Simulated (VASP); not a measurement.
Here is a VASP 6.6.1 calculation.

Contents of INCAR:

```
PREC     = Accurate       # precision mode
ENCUT    = 520            # plane-wave cutoff, eV
EDIFF    = 1E-7           # SCF threshold, eV
ISMEAR   = 0              # smearing method
SIGMA    = 0.1            # smearing width, eV
LREAL    = F              # projectors in reciprocal space
LASPH    = T              # aspherical terms in the spheres
NELM     = 100            # most SCF steps
ALGO     = Normal         # electronic algorithm
ISIF     = 2              # what is computed and relaxed
LWAVE    = F              # write WAVECAR
LCHARG   = F              # write CHGCAR
GGA      = PE             # functional
NBANDS   = 27             # bands
```

The input KPOINTS:

```
regular mesh
0
Gamma
  6 6 4
```

File POSCAR:

```
SnGeN2
1.0
    3.5145286000      0.0000000000      0.0000000000
    0.0000000000      3.5145286000      0.0000000000
    0.0000000000      0.0000000000      6.0444123200
Sn Ge N
1 1 2
Direct
    0.5000000000      0.5000000000      0.5567013200
    0.0000000000      0.0000000000      0.2299455400
    0.5000000000      0.5000000000      0.8251598700
    0.5000000000      0.5000000000      0.0500946700
```

Potentials or basis: VASP PAW PBE potentials, release 64 (Sn_d, Ge_d, N).

Launch:

```console
$ cat potpaw_PBE.64/Sn_d/POTCAR potpaw_PBE.64/Ge_d/POTCAR potpaw_PBE.64/N/POTCAR > POTCAR
$ mpirun -np 1 vasp_std > vasp.out
```

(1) What does it give for the pressure?

(2) Predict the largest force.

Answers

(1) 11.7 GPa.

(2) 20.320 eV/Å.

Caveat: the cell stands under pressure; forces of over 1 eV/Å act on the atoms, so gaps and moduli don't describe the material at rest.
